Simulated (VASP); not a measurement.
InSe, 8 atoms in the cell. It takes space group P6_3/mmc (No. 194, hexagonal). Conventional cell: a = 4.089 Å, b = 4.089 Å, c = 18.490 Å, α = 90.00°, β = 90.00°, γ = 120.00°. In (site symmetry 3m) has 3 Se at 2.68 Å and 1 In at 2.82 Å within 3.5 Å. Within 3.5 Å of Se (site symmetry 3m) lie 3 In at 2.68 Å. 

* Program: VASP 6.6.1
* Task: single point
* Functional: PBE
* Potentials or basis: VASP PAW PBE potentials, release 64 (In_d, Se)
* Cutoff: 520 eV
* k mesh: 6 × 6 × 2
* Occupations: gaussian, width 0.01 eV
* Spin: no spin polarisation
* Dipole correction: no
* Further INCAR settings: ALGO = Normal; EDIFF = 1e-07; NBANDS = 48

Potentials or basis: VASP PAW PBE potentials, release 64 (In_d, Se).

The run is started by

```console
$ cat potpaw_PBE.64/In_d/POTCAR potpaw_PBE.64/Se/POTCAR > POTCAR
$ mpirun -np 1 vasp_std > vasp.out
```

Hardware: 1 thread of AMD EPYC 7R13 Processor (Zen 3), with other jobs on the host.

**Question.** How long does it take, and how much memory?

**Answer.** It took 2.6 min on 1 thread of AMD EPYC 7R13 Processor (Zen 3) (shared host), peak memory 0.39 GiB. Counts: scf iterations 16, k points 14.
